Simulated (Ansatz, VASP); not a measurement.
# TiC: VASP beside Ansatz

INCAR

```
ALGO = Normal
EDIFF = 1E-8
ENCUT = 520
GGA = PE
ISIF = 2
ISMEAR = -1
LASPH = True
LCHARG = False
LEFG = True
LREAL = False
LWAVE = False
NBANDS = 15
NELM = 100
PREC = Accurate
SIGMA = 0.03
```

The input KPOINTS:

```
k-points
0
Gamma
  16 16 16
```

File POSCAR:

```
TiC
1.0
    0.0000000000      2.1640000000      2.2072800000
    2.1640000000      0.0000000000      2.2072800000
    2.1640000000      2.1640000000      0.0000000000
Ti C
1 1
Direct
    0.0000000000      0.0000000000      0.0000000000
    0.5000000000      0.5000000000      0.5000000000
```

Input for Ansatz:

```yaml
crystal:
  lattice:
    - [0.0, 2.164, 2.20728]
    - [2.164, 0.0, 2.20728]
    - [2.164, 2.164, 0.0]
  atoms:
    - { symbol: Ti, position: [0.0, 0.0, 0.0] }
    - { symbol: C, position: [0.5, 0.5, 0.5] }
kpoints:
  mp_grid: { grid: [16, 16, 16] }
scf:
  occupations: { method: fermi_dirac, width: 0.03 }
hamiltonian:
  xc: pbe
  pseudopotentials: { kind: all_electron, datasets: crystal }
output:
  forces: true
  stress: true
  eigenvalues: true
  efg: { contact_densities: true }
```

Change from the starting cell: zz strain of +2 %, crystal datasets.

Alike in both runs: task electric field gradients; functional PBE; k mesh 16 × 16 × 16; occupations fermi-dirac, width 0.03 eV; no spin polarisation.

|  | VASP | Ansatz |
| --- | --- | --- |
| version | VASP 6.6.1 | Ansatz 0.2.0 |
| potentials or method | VASP PAW PBE potentials, release 64 (Ti_sv, C), cutoff 520 eV | all-electron PAW with datasets made for the crystal, scalar-relativistic |

VASP gave:

- pressure (GPa): -3.6
- traceless stress, the component that is largest in VASP (GPa): -4.48
- size of Vzz on the site where it differs most (V/Å²): 15.4

Q: What did Ansatz give for the same quantities?

A: Pressure (GPa): -3.8; traceless stress, the component that is largest in VASP (GPa): -4.44; size of Vzz on the site where it differs most (V/Å²): 16.2.

Ansatz ran all-electron here, and VASP with PAW potentials.
